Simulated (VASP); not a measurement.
Here is a VASP 6.6.1 calculation.

The input POSCAR:

```
PtSe2
1.0
    3.7261403793      0.0000000000      0.0000000000
   -1.8630701896      3.2269322265      0.0000000000
    0.0000000000      0.0000000000      5.2431378717
Pt Se
1 2
Direct
    0.0000000000      0.0000000000      0.0000000000
    0.3333333333      0.6666666667      0.2480390884
    0.6666666667      0.3333333333      0.7519609116
```

The input INCAR.step1:

```
ALGO = Normal
EDIFF = 1E-4
ENCUT = 520
GGA = PE
ISMEAR = 0
ISPIN = 2
LASPH = T
LCHARG = F
LMAXMIX = 4
LREAL = F
LWAVE = T
MAGMOM = 0.05 0 0
NBANDS = 22
NELM = 150
PREC = Accurate
SIGMA = 0.05
```

The input INCAR.step2:

```
ALGO = Normal
EDIFF = 1E-6
ENCUT = 520
ISIF = 2
ISMEAR = 0
ISPIN = 2
ISTART = 1
IVDW = 12
LASPH = T
LCHARG = F
LMAXMIX = 4
LMIXTAU = T
LORBIT = 11
LREAL = F
LWAVE = F
MAGMOM = 0.05 0 0
METAGGA = R2SCAN
NBANDS = 22
NELM = 150
PREC = Accurate
SIGMA = 0.05
VDW_A1 = 0.49484001
VDW_A2 = 5.73083694
VDW_S6 = 1.0
VDW_S8 = 0.78981345
```

Contents of KPOINTS:

```
k-points
0
Gamma
  10 10 8
```

Potentials or basis: VASP PAW PBE potentials, release 64 (Pt, Se).

Launch:

```sh
$ cat potpaw_PBE.64/Pt/POTCAR potpaw_PBE.64/Se/POTCAR > POTCAR
$ cp INCAR.step1 INCAR
$ mpirun -np 1 vasp_std > vasp.out
$ cp INCAR.step2 INCAR
$ mpirun -np 1 vasp_std > vasp.out
```

Problem. Predict the pressure.

Solution. 0.0 GPa.

Problem. Estimate the band gap on the k mesh.

Solution. Zero (filled and empty bands overlap).

Problem. Estimate the net moment.

Solution. 0.00 μB per cell.

Problem. What does it give for the largest force?

Solution. 0.026 eV/Å.

Stress tensor (GPa, compression positive):
```
 0.08  0.00  0.00
 0.00  0.08  0.00
 0.00  0.00 -0.17
```

Caveat: the PAW data sets were made with another functional, which shifts forces and pressure a little; spin-orbit coupling is left out, which moves the levels of the heavy elements; pairwise dispersion overbinds metals, which lowers pressure and volume.
